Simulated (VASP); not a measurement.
PbS, 2 atoms in the cell. The structure is cubic, space group F-43m (No. 216). Conventional cell: a = 6.602 Å, b = 6.602 Å, c = 6.602 Å, α = 90.00°, β = 90.00°, γ = 90.00°. Within 3.8 Å of Pb (site symmetry -43m) lie 4 S at 2.86 Å. S (site symmetry -43m) has 4 Pb at 2.86 Å within 3.8 Å. 

| Item | Value |
| --- | --- |
| Program | VASP 6.6.1 |
| Task | single point |
| Functional | LDA |
| Potentials or basis | VASP PAW LDA potentials, release 64 (Pb_d, S) |
| Cutoff | 520 eV |
| k mesh | 4 × 4 × 4 |
| Occupations | gaussian, width 0.01 eV |
| Spin | no spin polarisation |
| Dipole correction | no |
| Further INCAR settings | ALGO = Normal; EDIFF = 1e-07; NBANDS = 17 |

Potentials or basis: VASP PAW LDA potentials, release 64 (Pb_d, S).

Launch:

```console
$ cat potpaw_LDA.64/Pb_d/POTCAR potpaw_LDA.64/S/POTCAR > POTCAR
$ mpirun -np 1 vasp_std > vasp.out
```

Hardware: 1 thread of Intel(R) Xeon(R) 6975P-C (Granite Rapids) (shared host).

Problem. How long does it take, and how much memory?

Solution. Run time: 5.1 s on 1 thread of Intel(R) Xeon(R) 6975P-C (Granite Rapids), on a shared host, peak memory 0.17 GiB. Counts: scf iterations 13, k points 8.
